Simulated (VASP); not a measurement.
# GaCo (Pm-3m) in VASP: notebook, part 2 of 2

VASP 6.6.1.

### 5 Single point, PBEsol, collinear spin, ferromagnetic start

Input file INCAR:

```
PREC = Accurate
ENCUT = 520
EDIFF = 1E-6
ISMEAR = 0
SIGMA = 0.05
LREAL = False
LASPH = True
NELM = 150
ALGO = Normal
ISIF = 2
LWAVE = False
LCHARG = True
ISPIN = 2
MAGMOM = 0.06 1.81
LORBIT = 11
NUPDOWN = 1.8
LMAXMIX = 4
GGA = PS
LELF = True
LVHAR = True
NBANDS = 22
```

Input file KPOINTS:

```
regular mesh
0
Gamma
  10 10 10
```

Input file POSCAR:

```
GaCo
1.0
    2.8780000000      0.0000000000      0.0000000000
    0.0000000000      2.8780000000      0.0000000000
    0.0000000000      0.0000000000      2.8780000000
Ga Co
1 1
Direct
    0.5000000000      0.5000000000      0.5000000000
    0.0000000000      0.0000000000      0.0000000000
```

Potentials or basis: VASP PAW PBE potentials, release 64 (Ga_d, Co).

Run with:

```bash
$ cat potpaw_PBE.64/Ga_d/POTCAR potpaw_PBE.64/Co/POTCAR > POTCAR
$ mpirun -np 1 vasp_std > vasp.out
```

OUTCAR:

```text
PREC = Accurate
   ENCUT = 520
   EDIFF = 1E-6
   ISMEAR = 0
   LREAL = False
   LASPH = True
   NELM = 150
   ISIF = 2
   ISPIN = 2
   LORBIT = 11
   NUPDOWN = 1.8
   GGA = PS

 ion  position               nearest neighbor table
   1  0.500  0.500  0.500-   2 2.49   2 2.49   2 2.49   2 2.49   2 2.49   2 2.49   2 2.49   2 2.49

   2  0.000  0.000  0.000-   1 2.49   1 2.49   1 2.49   1 2.49   1 2.49   1 2.49   1 2.49   1 2.49

  LATTYP: Found a simple cubic cell.
 ALAT       =     2.8780000000

  Lattice vectors:

 A1 = (   2.8780000000,   0.0000000000,   0.0000000000)
 A2 = (   0.0000000000,   2.8780000000,   0.0000000000)
 A3 = (   0.0000000000,   0.0000000000,   2.8780000000)

Analysis of symmetry for initial positions (statically):
=====================================================================
 Subroutine PRICEL returns:
 Original cell was already a primitive cell.

 Routine SETGRP: Setting up the symmetry group for a
 simple cubic supercell.

 Subroutine GETGRP returns: Found 48 space group operations
 (whereof 48 operations were pure point group operations)
 out of a pool of 48 trial point group operations.

The static configuration has the point symmetry O_h .

Analysis of symmetry for dynamics (positions and initial velocities):
=====================================================================
 Subroutine PRICEL returns:
 Original cell was already a primitive cell.

 Routine SETGRP: Setting up the symmetry group for a
 simple cubic supercell.

 Subroutine GETGRP returns: Found 48 space group operations
 (whereof 48 operations were pure point group operations)
 out of a pool of 48 trial point group operations.

The dynamic configuration has the point symmetry O_h .

Analysis of structural, dynamic, and magnetic symmetry:
=====================================================================
[... 141 lines left out ...]
 spin polarized calculation
 Gauss-broadening in eV      SIGMA  =   0.05
  energy-cutoff  :      520.00
  volume of cell :       23.84
 maximum number of plane-waves:       656
 NGX is ok and might be reduce to    24
   NGX = 11   NGY = 11   NGZ = 11

 number of electron      22.0000018 magnetization       1.7999695

 Free energy of the ion-electron system (eV)
  ---------------------------------------------------
  ext. energy  EPLUGINS =         0.00000000
  ---------------------------------------------------
  free energy    TOTEN  =       -11.05402596 eV

  energy without entropy =      -11.05024781  energy(sigma->0) =      -11.05213688

 E-fermi :   8.9517     XC(G=0): -13.3566

 val. band max:       11.2423654297   @ k =   0.2000   0.1000   0.0000
 cond. band min:       8.9528836048   @ k =   0.5000   0.4000   0.1000
 fundamental gap:     -2.2894818249
 Fermi energy:        11.2830339259

 spin component 1

 k-point     1 :       0.0000    0.0000    0.0000
  band No.  band energies     occupation
      1      -5.2724      1.00000
      2      -5.2724      1.00000
      3      -4.9241      1.00000
      4      -4.9241      1.00000
      5      -4.9241      1.00000
      6      -2.5555      1.00000
[... 589 lines left out ...]
     21      30.6623      0.00000
     22      32.4053      0.00000

 [... further k-points ...]

 spin component 2

 k-point     1 :       0.0000    0.0000    0.0000
  band No.  band energies     occupation
      1      -5.2455      1.00000
      2      -5.2455      1.00000
      3      -4.8943      1.00000
      4      -4.8943      1.00000
      5      -4.8943      1.00000
      6      -2.3344      1.00000
[... 589 lines left out ...]
     21      30.9810      0.00000
     22      32.7636      0.00000

 [... further k-points ...]
[... 5 lines left out ...]
  --------------------------------------------------------------------------------------
  -------------------------------------------------------------------------------------
  Total        0.8246708      0.8246708      0.8246708      0.0000000      0.0000000     -0.0000000
  in kB       55.4266774     55.4266774     55.4266774      0.0000000      0.0000000     -0.0000000
  external PRESSURE =      55.4266774 kB  Pullay stress =       0.0000000 kB

 VOLUME and BASIS-vectors are now :
 -----------------------------------------------------------------------------
  energy-cutoff  :      520.00
  volume of cell :       23.84
      direct lattice vectors                 reciprocal lattice vectors
     2.878000000  0.000000000  0.000000000     0.347463516  0.000000000  0.000000000
     0.000000000  2.878000000  0.000000000     0.000000000  0.347463516  0.000000000
     0.000000000  0.000000000  2.878000000     0.000000000  0.000000000  0.347463516

 POSITION                                       TOTAL-FORCE (eV/Angst)
 -----------------------------------------------------------------------------------
      1.43900      1.43900      1.43900         0.000000      0.000000      0.000000
      0.00000      0.00000      0.00000         0.000000      0.000000      0.000000
 -----------------------------------------------------------------------------------
    total drift:                                0.000000      0.000000     -0.000000

  FREE ENERGIE OF THE ION-ELECTRON SYSTEM (eV)
  ---------------------------------------------------
  free  energy   TOTEN  =       -11.0540259574 eV

  energy  without entropy=      -11.0502478072  energy(sigma->0) =      -11.05213688

 total charge

# of ion       s       p       d       tot
------------------------------------------
    1        0.868   0.930  10.043  11.841
    2        0.415   0.493   7.372   8.280
--------------------------------------------------
tot          1.283   1.423  17.415  20.121

 magnetization (x)

# of ion       s       p       d       tot
------------------------------------------
    1        0.021   0.045   0.015   0.080
    2        0.028   0.062   1.566   1.656
--------------------------------------------------
tot          0.049   0.107   1.580   1.736
```

stdout:

```text
POSCAR found type information on POSCAR GaCo
 POSCAR found :  2 types and       2 ions
 scaLAPACK will be used
 -----------------------------------------------------------------------------
|                                                                             |
|                                                                             |
|     You enforced a specific xc type in the INCAR file but a different       |
|     I HOPE YOU KNOW WHAT YOU ARE DOING!                                     |
|                                                                             |
 -----------------------------------------------------------------------------

 LDA part: xc-table for (Slater+PW92), standard interpolation
 POSCAR, INCAR and KPOINTS ok, starting setup
 FFT: planning ... GRIDC
 FFT: planning ... GRID_SOFT
 FFT: planning ... GRID
 WAVECAR not read
 entering main loop
```

Wall time 37 s (1 thread of Intel Xeon Platinum 8375C at 2.90GHz (Ice Lake), shared host); peak memory 0.18 GiB.

Results:

```
Free energy                                           : -11.0540 eV
Pressure                                              : 5.5 GPa
Net moment                                            : 1.80 μB per cell
Site moments                                          : Ga +0.08; Co +1.66 μB
Valence electrons inside the program's atomic spheres : Ga 11.84; Co 8.28
```

Caveat: the cell stands under pressure; the PAW data sets were made with another functional, which shifts forces and pressure a little; the total moment is fixed, so each spin has its own Fermi level.

### 6 Single point, PBEsol, collinear spin, ferromagnetic start

Input file INCAR:

```
SYSTEM = GaCo
ALGO     = Normal         ! electronic algorithm
EDIFF    = 1E-7           ! SCF threshold, eV
ENCUT    = 520            ! plane-wave cutoff, eV
GGA      = PS             ! functional
ISIF     = 2              ! what is computed and relaxed
ISMEAR   = 0              ! smearing method
ISPIN    = 2              ! spin polarisation
LASPH    = .TRUE.         ! aspherical terms in the spheres
LCHARG   = .TRUE.         ! write CHGCAR
LELF     = .TRUE.         ! ELF
LMAXMIX  = 4              ! l up to which the mixer works
LORBIT   = 11             ! projections on sites
LREAL    = .FALSE.        ! projectors in reciprocal space
LVHAR    = .TRUE.       
LWAVE    = .FALSE.        ! write WAVECAR
MAGMOM   = 0.17 2.24      ! initial moments
NBANDS   = 22             ! bands
NELM     = 150            ! most SCF steps
NUPDOWN  = 2.4            ! fixed moment
PREC     = Accurate       ! precision mode
SIGMA    = 0.05           ! smearing width, eV
```

Input file KPOINTS:

```
k-points
0
G
  10 10 10
  0 0 0
```

POSCAR is that of step 5.

Potentials or basis: VASP PAW PBE potentials, release 64 (Ga_d, Co).

Run with:

```bash
$ cat potpaw_PBE.64/Ga_d/POTCAR potpaw_PBE.64/Co/POTCAR > POTCAR
$ mpirun -np 1 vasp_std > vasp.out
```

It took 40 s on 1 thread of Intel Xeon Platinum 8375C at 2.90GHz (Ice Lake), shared host; peak memory 0.18 GiB.

It converged, with:

- Free energy: -10.2601 eV
- Pressure: 17.0 GPa
- Net moment: 2.40 μB per cell
- Site moments: Ga +0.22; Co +2.06 μB
- Valence electrons inside the program's atomic spheres: Ga 11.89; Co 8.22

Caveat: the cell stands under pressure; the PAW data sets were made with another functional, which shifts forces and pressure a little; the total moment is fixed, so each spin has its own Fermi level.

### 7 Single point, PBEsol, collinear spin, ferromagnetic start

Input file INCAR:

```
SYSTEM = GaCo
ALGO     = Normal         ! electronic algorithm
EDIFF    = 1E-6           ! SCF threshold, eV
ENCUT    = 520            ! plane-wave cutoff, eV
GGA      = PS             ! functional
ISIF     = 2              ! what is computed and relaxed
ISMEAR   = 0              ! smearing method
ISPIN    = 2              ! spin polarisation
LASPH    = .TRUE.         ! aspherical terms in the spheres
LCHARG   = .FALSE.        ! write CHGCAR
LMAXMIX  = 4              ! l up to which the mixer works
LORBIT   = 11             ! projections on sites
LREAL    = .FALSE.        ! projectors in reciprocal space
LWAVE    = .FALSE.        ! write WAVECAR
MAGMOM   = 0.28 2.63      ! initial moments
NBANDS   = 22             ! bands
NELM     = 150            ! most SCF steps
NUPDOWN  = 3.0            ! fixed moment
PREC     = Accurate       ! precision mode
SIGMA    = 0.05           ! smearing width, eV
```

KPOINTS is that of step 6.

POSCAR is that of step 6.

Run with:

```bash
$ cat potpaw_PBE.64/Ga_d/POTCAR potpaw_PBE.64/Co/POTCAR > POTCAR
$ mpirun -np 1 vasp_std > vasp.out
```

Run time: 35 s. Hardware: 1 thread of Intel Xeon Platinum 8375C at 2.90GHz (Ice Lake), shared host; peak memory 0.18 GiB.

It converged, with:

```yaml
Free_energy: -9.2041 eV
Pressure: 28.4 GPa
Net_moment: 3.00 μB per cell
Site_moments: Ga +0.35; Co +2.44 μB
Valence_electrons_inside_the_program's_atomic_spheres: Ga 11.93; Co 8.17
```

Caveat: the cell stands under pressure; the PAW data sets were made with another functional, which shifts forces and pressure a little; the total moment is fixed, so each spin has its own Fermi level.

### 8 Summary

| spin | fixed moment (μB) | pressure (GPa) | moment (μB) |
| --- | --- | --- | --- |
| collinear, zero start | 0.0 | -7.2 | 0.00 |
| collinear, ferromagnetic start | 0.6 | -5.3 | 0.60 |
| collinear, ferromagnetic start | 1.2 | -0.9 | 1.20 |
| collinear, ferromagnetic start | 1.8 | 5.5 | 1.80 |
| collinear, ferromagnetic start | 2.4 | 17.0 | 2.40 |
| collinear, ferromagnetic start | 3.0 | 28.4 | 3.00 |

Alike in all rows: task single point; level PBEsol; potentials or basis VASP PAW PBE potentials, release 64 (Ga_d, Co); cell as given; k mesh 10 × 10 × 10; cutoff (eV) 520; smearing gaussian 0.05 eV.

Caveats: the PAW data sets were made with another functional, which shifts forces and pressure a little; the total moment is fixed, so each spin has its own Fermi level; the cell stands under pressure (at least some runs); the cell stands under tension (at least some runs).

Absolute energies hang on the potentials; compare differences alone.
